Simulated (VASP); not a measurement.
Set up this calculation in VASP 6.6.1, as the native input.

```yaml
Task: single point
Functional: PBE
Potentials_or_basis: VASP PAW PBE potentials, release 64 (Li_sv, B, C)
Cutoff: 650 eV
k_mesh: 3 × 3 × 1
Occupations: fermi-dirac, width 0.05 eV
Spin: no spin polarisation
Dipole_correction: no
Further_INCAR_settings: ALGO = Normal; EDIFF = 1e-06; NBANDS = 28
```

The structure of LiB2C2 lies in POSCAR:

```
LiB2C2
1.0
    2.7145540000      0.0000000000      0.0000000000
   -2.7145540000      4.7017510000      0.0000000000
    0.0000000000      0.0000000000      7.1178240000
Li B C
2 4 4
Direct
    0.0057197579      0.0020020201      0.5086088108
   -0.0086575660      0.5052802669      0.4999730255
    0.3348297409      0.3299972712      0.7505153260
    0.6722049387      0.1730514866      0.2535485564
    0.3322537336      0.8308030349      0.7526287528
    0.6737833598      0.6693104335      0.2493266200
    0.3253826807      0.3315424403      0.2567156760
    0.6639537574      0.1644359729      0.7393731567
    0.3371269680      0.8347368884      0.2544208736
    0.6652122913      0.6625912346      0.7386543977
```

One way to write it, as run:

INCAR

```
SYSTEM = LiB2C2
  PREC = Accurate
  ENCUT = 650
  EDIFF = 1E-6
  ISMEAR = -1
  SIGMA = 0.05
  LREAL = .FALSE.
  LASPH = .TRUE.
  NELM = 120
  ALGO = Normal
  ISIF = 2
  LWAVE = .FALSE.
  LCHARG = .FALSE.
  GGA = PE
  NBANDS = 28
  GGA_COMPAT = .FALSE.
```

KPOINTS

```
regular mesh
0
G
  3 3 1
  0 0 0
```

Potentials or basis: VASP PAW PBE potentials, release 64 (Li_sv, B, C).

Launch:

```sh
$ cat potpaw_PBE.64/Li_sv/POTCAR potpaw_PBE.64/B/POTCAR potpaw_PBE.64/C/POTCAR > POTCAR
$ mpirun -np 1 vasp_std > vasp.out
```

Results of the run:

The pressure is -0.8 GPa, the largest force is 0.502 eV/Å and the band gap on the k mesh is zero (bands 17 and 18 overlap by 0.97 eV).

Caveat: the k points lie up to 0.88 Å⁻¹ apart, too coarse for converged energies and pressures of a metal.

It took 13 s on 1 thread of Intel(R) Xeon(R) 6975P-C (Granite Rapids), with other jobs on the host, peak memory 0.24 GiB.
